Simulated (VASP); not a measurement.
# Be7S (P312) in VASP: further runs

The runs below take Be7S through single point, relaxation of cell and atoms, with PBE.

Program: VASP 6.6.1. These are calculated values, not measurements. Logs are shortened: lines on timing, memory, paths and dates and some standing lists are left out, and cuts for length are marked.

**1. The cell of the first run**

The structure is trigonal, space group P312 (No. 149). Conventional cell: a = 3.726 Å, b = 3.726 Å, c = 6.766 Å, α = 90.00°, β = 90.00°, γ = 120.00°. Within 2.8 Å of Be (site symmetry 1) lie 10 Be at 2.13 to 2.73 Å and 1 S at 2.73 Å. Within 2.8 Å of Be (site symmetry 32) lie 3 S at 2.15 Å and 6 Be at 2.73 Å. S (site symmetry 32) has 9 Be at 2.15 to 2.73 Å within 2.8 Å.

**2. Single point, PBE**

INCAR reads:

```
SYSTEM = Be7S
ALGO = Normal
EDIFF = 1E-6
ENCUT = 520
GGA = PE
ISIF = 2
ISMEAR = 0
LASPH = .TRUE.
LCHARG = .FALSE.
LREAL = .FALSE.
LWAVE = .FALSE.
NBANDS = 20
NELM = 60
PREC = Accurate
SIGMA = 0.1
```

KPOINTS reads:

```
k-points
0
G
  12 12 6
  0 0 0
```

POSCAR reads:

```
Be7S
1.0
    3.7256919322      0.0000000000      0.0000000000
   -1.8628459661      3.2265438600      0.0000000000
    0.0000000000      0.0000000000      6.7657039556
Be S
7 1
Direct
    0.0028561169      0.3355063666      0.3592311693
    0.6644936334      0.9971438831      0.6407688307
    0.0028561169      0.6673497503      0.6407688307
    0.6644936334      0.6673497503      0.3592311693
    0.3326502497      0.9971438831      0.3592311693
    0.3326502497      0.3355063666      0.6407688307
    0.3333333333      0.6666666667      0.0000000000
    0.0000000000      0.0000000000      0.0000000000
```

Potentials or basis: VASP PAW PBE potentials, release 64 (Be, S).

Command:

```bash
cat potpaw_PBE.64/Be/POTCAR potpaw_PBE.64/S/POTCAR > POTCAR
mpirun -np 1 vasp_std > vasp.out
```

OUTCAR:

```text
SYSTEM = Be7S
   EDIFF = 1E-6
   ENCUT = 520
   GGA = PE
   ISIF = 2
   ISMEAR = 0
   LASPH = .TRUE.
   LREAL = .FALSE.
   NELM = 60
   PREC = Accurate

 ion  position               nearest neighbor table
   1  0.003  0.336  0.359-   4 2.13   5 2.13   5 2.16   4 2.16   4 2.16   5 2.16   6 2.27   3 2.27
                             2 2.28
   2  0.664  0.997  0.641-   3 2.13   6 2.13   3 2.16   6 2.16   6 2.16   3 2.16   4 2.27   5 2.27
                             1 2.28
   3  0.003  0.667  0.641-   2 2.13   6 2.13   2 2.16   6 2.16   6 2.16   2 2.16   5 2.27   1 2.27
                             4 2.28
   4  0.664  0.667  0.359-   5 2.13   1 2.13   5 2.16   1 2.16   1 2.16   5 2.16   2 2.27   6 2.27
                             3 2.28
   5  0.333  0.997  0.359-   4 2.13   1 2.13   4 2.16   1 2.16   1 2.16   4 2.16   3 2.27   2 2.27
                             6 2.28
   6  0.333  0.336  0.641-   3 2.13   2 2.13   2 2.16   3 2.16   3 2.16   2 2.16   1 2.27   4 2.27
                             5 2.28
   7  0.333  0.667  0.000-   8 2.15   8 2.15   8 2.15
   8  0.000  0.000  0.000-   7 2.15   7 2.15   7 2.15

  LATTYP: Found a hexagonal cell.
 ALAT       =     3.7256919322
 C/A-ratio  =     1.8159590430

  Lattice vectors:

 A1 = (   3.7256919322,   0.0000000000,   0.0000000000)
 A2 = (  -1.8628459661,   3.2265438600,   0.0000000000)
 A3 = (   0.0000000000,   0.0000000000,   6.7657039556)

Analysis of symmetry for initial positions (statically):
=====================================================================
 Subroutine PRICEL returns:
 Original cell was already a primitive cell.

 Routine SETGRP: Setting up the symmetry group for a
 hexagonal supercell.

 Subroutine GETGRP returns: Found  6 space group operations
 (whereof  6 operations were pure point group operations)
 out of a pool of 24 trial point group operations.

The static configuration has the point symmetry D_3 .

Analysis of symmetry for dynamics (positions and initial velocities):
=====================================================================
 Subroutine PRICEL returns:
 Original cell was already a primitive cell.

 Routine SETGRP: Setting up the symmetry group for a
 hexagonal supercell.

 Subroutine GETGRP returns: Found  6 space group operations
 (whereof  6 operations were pure point group operations)
 out of a pool of 24 trial point group operations.

The dynamic configuration has the point symmetry D_3 .

 Subroutine INISYM returns: Found  6 space group operations
 (whereof  6 operations are pure point group operations),
 and found     1 'primitive' translations

----------------------------------------------------------------------------------------

                                     Primitive cell

  volume of cell :      81.3313

  direct lattice vectors                    reciprocal lattice vectors
     3.725691932  0.000000000  0.000000000     0.268406518  0.154964576  0.000000000
    -1.862845966  3.226543860  0.000000000     0.000000000  0.309929151  0.000000000
     0.000000000  0.000000000  6.765703956     0.000000000  0.000000000  0.147804280

  length of vectors
     3.725691932  3.725691932  6.765703956     0.309929151  0.309929151  0.147804280

  position of ions in fractional coordinates (direct lattice)
     0.002856117  0.335506367  0.359231169
     0.664493633  0.997143883  0.640768831
     0.002856117  0.667349750  0.640768831
     0.664493633  0.667349750  0.359231169
     0.332650250  0.997143883  0.359231169
     0.332650250  0.335506367  0.640768831
     0.333333333  0.666666667  0.000000000
     0.000000000  0.000000000  0.000000000

  ion indices of the primitive-cell ions
   primitive index   ion index
                 1           1
                 2           2
                 3           3
                 4           4
                 5           5
                 6           6
                 7           7
                 8           8

----------------------------------------------------------------------------------------

 KPOINTS: k-points

Automatic generation of k-mesh.
 Grid dimensions read from file:
 generate k-points for:   12   12    6

 Generating k-lattice:

  Cartesian coordinates                     Fractional coordinates (reciprocal lattice)
     0.022367210  0.012913715  0.000000000     0.083333333  0.000000000  0.000000000
     0.000000000  0.025827429  0.000000000     0.000000000  0.083333333  0.000000000
     0.000000000  0.000000000  0.024634047     0.000000000  0.000000000  0.166666667

  Length of vectors
     0.025827429  0.025827429  0.024634047

  Shift w.r.t. Gamma in fractional coordinates (k-lattice)
     0.000000000  0.000000000  0.000000000

 Subroutine IBZKPT returns following result:
 ===========================================

 Found    100 irreducible k-points:

 Following reciprocal coordinates:
            Coordinates               Weight
  0.000000  0.000000  0.000000      1.000000
  0.083333  0.000000  0.000000      6.000000
  0.166667  0.000000  0.000000      6.000000
  0.250000  0.000000  0.000000      6.000000
  0.333333  0.000000  0.000000      6.000000
  0.416667 -0.000000  0.000000      6.000000
[... 16 lines left out ...]
  0.250000  0.000000  0.166667     12.000000
  0.333333  0.000000  0.166667     12.000000
 [... further k-points ...]
   k-points           NKPTS =    100   k-points in BZ     NKDIM =    100   number of bands    NBANDS=     20
   number of dos      NEDOS =    301   number of ions     NIONS =      8
   total plane-waves  NPLWV =  39200
   dimension x,y,z NGX =    28 NGY =   28 NGZ =   50
   dimension x,y,z NGXF=    56 NGYF=   56 NGZF=  100
   ions per type =               7   1
   NGX,Y,Z   is equivalent  to a cutoff of  12.49, 12.49, 12.29 a.u.
   NGXF,Y,Z  is equivalent  to a cutoff of  24.99, 24.99, 24.57 a.u.
 SYSTEM =  Be7S
   PREC   = accura    normal or accurate (medium, high low for compatibility)
   ISTART =      0    job   : 0-new  1-cont  2-samecut
   ICHARG =      2    charge: 1-file 2-atom 10-const
   ISPIN  =      1    spin polarized calculation?
   LNONCOLLINEAR =      F non collinear calculations
   LSORBIT =      F    spin-orbit coupling
   LASPH  =      T    aspherical Exc in radial PAW
   ENCUT  =  520.0 eV  38.22 Ry    6.18 a.u.   6.93  6.93 12.58*2*pi/ulx,y,z
   NELM   =     60;   NELMIN=  2; NELMDL= -5     # of ELM steps
   EDIFF  = 0.1E-05   stopping-criterion for ELM
   LREAL  =      F    real-space projection
   EDIFFG = 0.1E-04   stopping-criterion for IOM
   NSW    =      0    number of steps for IOM
   IBRION =     -1    ionic relax: 0-MD 1-quasi-New 2-CG
   NFREE  =      0    steps in history (QN), initial steepest desc. (CG)
   ISIF   =      2    stress and relaxation
   ISYM   =      2    0-nonsym 1-usesym 2-fastsym
   POTIM  = 0.5000    time-step for ionic-motion
   TEBEG  =    0.0;   TEEND  =   0.0 temperature during run
   PSTRESS=    0.0 pullay stress
   NELECT =      20.0000    total number of electrons
   NUPDOWN=      -1.0000    fix difference up-down
   EMIN   =  10.00;   EMAX   =-10.00  energy-range for DOS
   EFERMI =   0.00;   METHOD = LEGACY
   ISMEAR =     0;   SIGMA  =   0.10  broadening in eV -4-tet -1-fermi 0-gaus
   EFERMI_NEDOS =   21; number of points for ismear=-14 and -15
   IALGO  =     38    algorithm
   IMIX   =      4    mixing-type and parameters
     AMIX     =   0.40;   BMIX     =  1.00
     AMIX_MAG =   1.60;   BMIX_MAG =  1.00
  volume/ion in A,a.u.               =      10.17        68.61
  Fermi-wavevector in a.u.,A,eV,Ry     =   1.025650  1.938197 14.312744  1.051957
  Thomas-Fermi vector in A             =   2.159501
   LORBIT       =      0    0 simple, 1 ext, 2 COOP (PROOUT), +10 PAW based schemes
   GGA     = PE    functional components
   LHFCALC =     F    Hartree Fock is set to
   AEXX    =    0.0000 exact exchange contribution
   IVDW    =     0    specifies the selected vdW correction
   LEPSILON=     F    determine dielectric tensor
   LRPA    =     F    only Hartree local field effects (RPA)
 non-spin polarized calculation
 Gauss-broadening in eV      SIGMA  =   0.10
  energy-cutoff  :      520.00
  volume of cell :       81.33
 maximum number of plane-waves:      2206
   NGX = 13   NGY = 13   NGZ = 25

 number of electron      20.0000000 magnetization

 Free energy of the ion-electron system (eV)
  ---------------------------------------------------
  ext. energy  EPLUGINS =         0.00000000
  ---------------------------------------------------
  free energy    TOTEN  =       -29.25122954 eV

  energy without entropy =      -29.24187503  energy(sigma->0) =      -29.24655228

 E-fermi :   5.8837     XC(G=0): -10.0881

 val. band max:        5.8819549950   @ k =   0.4167  -0.0000   0.0000
 cond. band min:       5.8909444924   @ k =   0.2500   0.0000   0.0000
 fundamental gap:      0.0089894975
 Fermi energy:         5.8837274213

 k-point     1 :       0.0000    0.0000    0.0000
  band No.  band energies     occupation
      1      -9.2008      2.00000
      2      -3.6118      2.00000
      3      -1.9840      2.00000
      4       1.8902      2.00000
      5       1.8902      2.00000
      6       3.5921      2.00000
[... 12 lines left out ...]
     19      12.6393      0.00000
     20      13.3984      0.00000

 k-point     2 :       0.0833    0.0000    0.0000
  band No.  band energies     occupation
      1      -9.1586      2.00000
      2      -3.5430      2.00000
      3      -1.9096      2.00000
      4       1.4794      2.00000
      5       1.7929      2.00000
      6       3.8458      2.00000
[... 12 lines left out ...]
     19      12.3433      0.00000
     20      13.3168      0.00000
[... 465 lines left out ...]
      3      -1.0847      2.00000
      4      -0.1555      2.00000
      5       1.2614      2.00000
      6       2.1263      2.00000
[... 12 lines left out ...]
     19      12.4435      0.00000
     20      12.8114      0.00000

 k-point    24 :       0.3333    0.0000    0.1667
  band No.  band energies     occupation
      1      -8.6655      2.00000
      2      -2.6674      2.00000
      3      -1.0898      2.00000
      4      -0.4049      2.00000
      5       0.9898      2.00000
      6       1.0207      2.00000
[... 12 lines left out ...]
     19      12.8085      0.00000
     20      13.4381      0.00000

 [... further k-points ...]

------------------------ aborting loop because EDIFF is reached ----------------------------------------

  FORCE on cell =-STRESS in cart. coord.  units (eV):
  Direction    XX          YY          ZZ          XY          YZ          ZX
  --------------------------------------------------------------------------------------
  -------------------------------------------------------------------------------------
  Total        0.0758320      0.0758320      0.0395292      0.0000000      0.0000000      0.0000000
  in kB        1.4938458      1.4938458      0.7787025      0.0000000      0.0000000      0.0000000
  external PRESSURE =       1.2554647 kB  Pullay stress =       0.0000000 kB

 VOLUME and BASIS-vectors are now :
 -----------------------------------------------------------------------------
  energy-cutoff  :      520.00
  volume of cell :       81.33
      direct lattice vectors                 reciprocal lattice vectors
     3.725691932  0.000000000  0.000000000     0.268406518  0.154964576  0.000000000
    -1.862845966  3.226543860  0.000000000     0.000000000  0.309929151  0.000000000
     0.000000000  0.000000000  6.765703956     0.000000000  0.000000000  0.147804280

 POSITION                                       TOTAL-FORCE (eV/Angst)
 -----------------------------------------------------------------------------------
     -0.61436      1.08253      2.43045        -0.000994     -0.000908     -0.003747
      0.61817      3.21733      4.33525         0.000289      0.001315      0.003747
     -1.23253      2.15323      4.33525        -0.001283     -0.000407      0.003747
      1.23253      2.15323      2.43045         0.001283     -0.000407     -0.003747
     -0.61817      3.21733      2.43045        -0.000289      0.001315     -0.003747
      0.61436      1.08253      4.33525         0.000994     -0.000908      0.003747
     -0.00000      2.15103      0.00000        -0.000000      0.000000     -0.000000
      0.00000      0.00000      0.00000        -0.000000      0.000000      0.000000
 -----------------------------------------------------------------------------------
    total drift:                               -0.000000      0.000000     -0.000000

  FREE ENERGIE OF THE ION-ELECTRON SYSTEM (eV)
  ---------------------------------------------------
  free  energy   TOTEN  =       -29.2512295409 eV

  energy  without entropy=      -29.2418750251  energy(sigma->0) =      -29.24655228
```

It took 2 min on 1 thread of Intel Xeon Platinum 8259CL at 2.50GHz (Skylake/Cascade Lake), shared host; peak memory 0.27 GiB.

What came out:

| Property | Result |
| --- | --- |
| Free energy | -29.2512 eV |
| Pressure | 0.1 GPa |
| Largest force | 0.004 eV/Å |
| Band gap on the k mesh | zero (bands 10 and 11 overlap by 2.03 eV) |

Forces on the atoms (eV/Å):
```
Be  -0.001 -0.001 -0.004
Be   0.000  0.001  0.004
Be  -0.001  0.000  0.004
Be   0.001  0.000 -0.004
Be   0.000  0.001 -0.004
Be   0.001 -0.001  0.004
Be   0.000  0.000  0.000
S    0.000  0.000  0.000
```

Levels at points of the mesh, in eV from the Fermi level:
```csv
k point,band 7,band 8,band 9,band 10,band 11,band 12,band 13,band 14
"(0.00, 0.00, 0.00)",-1.22,-0.31,0.12,0.67,0.67,0.92,0.92,2.37
"(0.50, 0.00, 0.00)",-4.04,-3.18,-1.86,0.02,0.40,1.87,2.51,2.87
"(0.00, 0.00, 0.50)",-0.50,0.12,0.64,0.64,0.95,0.95,0.95,2.00
"(0.50, 0.00, 0.50)",-2.95,-2.93,-2.11,-1.94,-1.26,1.32,3.32,4.75
```

**3. Relaxation of cell and atoms, PBE**

This run uses another cell than the first one, of 10.00 Å³/atom.

INCAR reads:

```
ALGO = Normal
EDIFF = 1E-6
EDIFFG = -0.01
ENCUT = 600
GGA = PE
IBRION = 2
ISIF = 3
ISMEAR = 0
LASPH = True
LCHARG = False
LREAL = False
LWAVE = False
NELM = 100
NSW = 100
PREC = Accurate
SIGMA = 0.1
```

KPOINTS reads:

```
k-points
0
Gamma
  12 12 6
```

POSCAR reads:

```
Be7S
1.0
    3.7425035429      0.0000000000      0.0000000000
   -1.8712517714      3.2411031419      0.0000000000
    0.0000000000      0.0000000000      6.5923845119
Be S
7 1
Direct
    0.0039684112      0.3376005734      0.3565977672
    0.6623994266      0.9960315888      0.6434022328
    0.0039684112      0.6663678378      0.6434022328
    0.6623994266      0.6663678378      0.3565977672
    0.3336321622      0.9960315888      0.3565977672
    0.3336321622      0.3376005734      0.6434022328
    0.3333333333      0.6666666667      0.0000000000
    0.0000000000      0.0000000000      0.0000000000
```

Potentials or basis: VASP PAW PBE potentials, release 64 (Be, S).

Command:

```bash
cat potpaw_PBE.64/Be/POTCAR potpaw_PBE.64/S/POTCAR > POTCAR
mpirun -np 1 vasp_std > vasp.out
```

It took 5.1 min on 1 thread of Intel Xeon 6975P-C (Granite Rapids), shared host; peak memory 0.29 GiB.

Results (log left out):

```yaml
Free_energy: -29.2515 eV
Relaxed_volume: 10.17 Å³/atom
Relaxed_cell: a = 3.728 Å, b = 3.728 Å, c = 6.759 Å, α = 90.00°, β = 90.00°, γ = 120.00°
Space_group_after_relaxing_to_0.1_Å: P312 (No. 149)
Energy_gained_by_relaxing: 1.2 meV/atom
Ionic_steps: 10
Pressure_after_relaxing: 0.0 GPa
Largest_force_after_relaxing: 0.009 eV/Å
Band_gap_on_the_k_mesh: zero (bands 10 and 11 overlap by 2.02 eV)
```

Forces in eV/Å, atoms in the order of the input:
```
Be   0.003  0.008 -0.003
Be  -0.006 -0.007  0.003
Be   0.009 -0.001  0.003
Be  -0.009 -0.001 -0.003
Be   0.006 -0.007 -0.003
Be  -0.003  0.008  0.003
Be   0.000  0.000  0.000
S    0.000  0.000  0.000
```

Stress tensor (GPa, compression positive):
```
-0.01  0.00  0.00
 0.00 -0.01  0.00
 0.00  0.00  0.07
```

Step by step:
```tsv
step	energy change (eV)	largest force (eV/Å)	pressure (GPa)	volume (Å³)
1	0.0000	0.0940	0.27	79.96
2	-0.0043	0.0312	0.18	80.16
3	-0.0058	0.0597	0.12	80.36
4	-0.0074	0.0379	0.11	80.54
5	-0.0085	0.0346	0.12	80.83
6	-0.0085	0.0381	0.13	80.87
7	-0.0092	0.0206	-0.04	81.13
8	-0.0093	0.0123	-0.19	81.40
9	-0.0095	0.0116	0.07	81.35
10	-0.0095	0.0093	0.02	81.36
```

Final structure:
```
Be S
1.0
     3.72807    0.00000    0.00000
    -1.86403    3.22860    0.00000
     0.00000    0.00000    6.75940
Be S
7 1
Direct
  0.00273 0.33537 0.35912
  0.66463 0.99727 0.64088
  0.00273 0.66736 0.64088
  0.66463 0.66736 0.35912
  0.33264 0.99727 0.35912
  0.33264 0.33537 0.64088
  0.33333 0.66667 0.00000
  0.00000 0.00000 0.00000
```

Levels at points of the mesh, in eV from the Fermi level:
```csv
k point,band 6,band 7,band 8,band 9,band 10,band 11,band 12,band 13,band 14,band 15
"(0.00, 0.00, 0.00)",-2.29,-1.22,-0.32,0.10,0.66,0.66,0.91,0.91,2.36,2.90
"(0.50, 0.00, 0.00)",-5.10,-4.04,-3.19,-1.87,0.02,0.39,1.88,2.51,2.86,4.11
"(0.00, 0.00, 0.50)",-4.01,-0.52,0.11,0.63,0.63,0.94,0.94,0.94,2.01,2.96
"(0.50, 0.00, 0.50)",-4.38,-2.95,-2.93,-2.10,-1.95,-1.26,1.31,3.32,4.75,4.89
```
